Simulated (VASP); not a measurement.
Here is a VASP 6.6.1 calculation.

Contents of INCAR:

```
PREC = Accurate
ENCUT = 600
EDIFF = 1E-7
ISMEAR = 0
SIGMA = 0.1
LREAL = False
LASPH = True
NELM = 150
ALGO = Normal
ISIF = 3
LWAVE = False
LCHARG = False
ISPIN = 2
MAGMOM = 0 0 1.02 0 0 0 0 0 0
LORBIT = 11
LMAXMIX = 4
GGA = PE
IBRION = 2
NSW = 100
EDIFFG = -0.01
```

KPOINTS

```
Automatic mesh
0
Gamma
  10 10 10
```

Contents of POSCAR:

```
Mg2ZrH6
1.0
    0.0000000000      3.6508192640      3.6508192640
    3.6508192640      0.0000000000      3.6508192640
    3.6508192640      3.6508192640      0.0000000000
Mg Zr H
2 1 6
Direct
    0.7500000000      0.7500000000      0.7500000000
    0.2500000000      0.2500000000      0.2500000000
    0.0000000000      0.0000000000      0.0000000000
    0.5000000000      0.0000000000      0.0000000000
    0.0000000000      0.5000000000      0.5000000000
    0.0000000000      0.5000000000      0.0000000000
    0.5000000000      0.0000000000      0.5000000000
    0.0000000000      0.0000000000      0.5000000000
    0.5000000000      0.5000000000      0.0000000000
```

Potentials or basis: VASP PAW PBE potentials, release 64 (Mg, Zr_sv, H).

The run is started by

```bash
$ cat potpaw_PBE.64/Mg/POTCAR potpaw_PBE.64/Zr_sv/POTCAR potpaw_PBE.64/H/POTCAR > POTCAR
$ mpirun -np 1 vasp_std > vasp.out
```

(1) Estimate the space group after relaxing (to 0.05 Å).

(2) Predict the site moments.

## Answers

(1) Fm-3m (No. 225).

(2) Mg +0.01; Zr +1.27; H -0.02 μB.
